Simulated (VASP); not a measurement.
Write the native input for VASP 6.6.1 that does the following.

```yaml
Task: single point
Functional: r2SCAN
Potentials_or_basis: VASP PAW PBE potentials, release 64 (Hf_pv, S)
Cutoff: 520 eV
k_mesh: 12 × 12 × 4
Occupations: gaussian, width 0.1 eV
Spin: no spin polarisation
Dipole_correction: no
Further_INCAR_settings: ALGO = Normal; EDIFF = 1e-06; NBANDS = 35
```

Hf2S:

```
Hf S
1.0
     3.40082    0.00000    0.00000
    -1.70041    2.94520    0.00000
     0.00000    0.00000   11.78277
Hf S
4 2
Cartesian
  1.7004 0.9817 10.6014
  0.0000 1.9635 4.7100
  1.7004 0.9817 7.0728
  0.0000 1.9635 1.1814
  0.0000 0.0000 8.8371
  0.0000 0.0000 2.9457
```

These files were run (other wordings do the same):

POSCAR

```
Hf2S
1.0
    3.4008238290      0.0000000000      0.0000000000
   -1.7004119145      2.9451998297      0.0000000000
    0.0000000000      0.0000000000     11.7827663317
Hf S
4 2
Direct
    0.6666666667      0.3333333333      0.8997350347
    0.3333333333      0.6666666667      0.3997350347
    0.6666666667      0.3333333333      0.6002649653
    0.3333333333      0.6666666667      0.1002649653
    0.0000000000      0.0000000000      0.7500000000
    0.0000000000      0.0000000000      0.2500000000
```

INCAR.step1

```
  ALGO = Normal
  EDIFF = 1E-4
  ENCUT = 520
  GGA = PE
  ISMEAR = 0
  LASPH = T
  LCHARG = F
  LREAL = F
  LWAVE = T
  NBANDS = 35
  NELM = 80
  PREC = Accurate
  SIGMA = 0.1
```

INCAR.step2

```
  ALGO = Normal
  EDIFF = 1E-6
  ENCUT = 520
  ISIF = 2
  ISMEAR = 0
  ISTART = 1
  LASPH = T
  LCHARG = F
  LMIXTAU = T
  LREAL = F
  LWAVE = F
  METAGGA = R2SCAN
  NBANDS = 35
  NELM = 80
  PREC = Accurate
  SIGMA = 0.1
```

KPOINTS

```
k-points
0
Gamma
  12 12 4
```

Potentials or basis: VASP PAW PBE potentials, release 64 (Hf_pv, S).

Command:

```console
$ cat potpaw_PBE.64/Hf_pv/POTCAR potpaw_PBE.64/S/POTCAR > POTCAR
$ cp INCAR.step1 INCAR
$ mpirun -np 1 vasp_std > vasp.out
$ cp INCAR.step2 INCAR
$ mpirun -np 1 vasp_std > vasp.out
```

Results of the run:

```json
{
  "Pressure": "-2.9 GPa",
  "Largest force": "0.007 eV/Å",
  "Band gap on the k mesh": "zero (band 26 reaches 6.78 eV, above the bottom of band 27 at 5.91 eV)"
}
```

Caveat: the PAW data sets were made with another functional, which shifts forces and pressure a little; spin-orbit coupling is left out, which moves the levels of the heavy elements.

It took 9.6 min on 1 thread of Intel(R) Xeon(R) 6975P-C (Granite Rapids), on a shared host, peak memory 0.39 GiB.
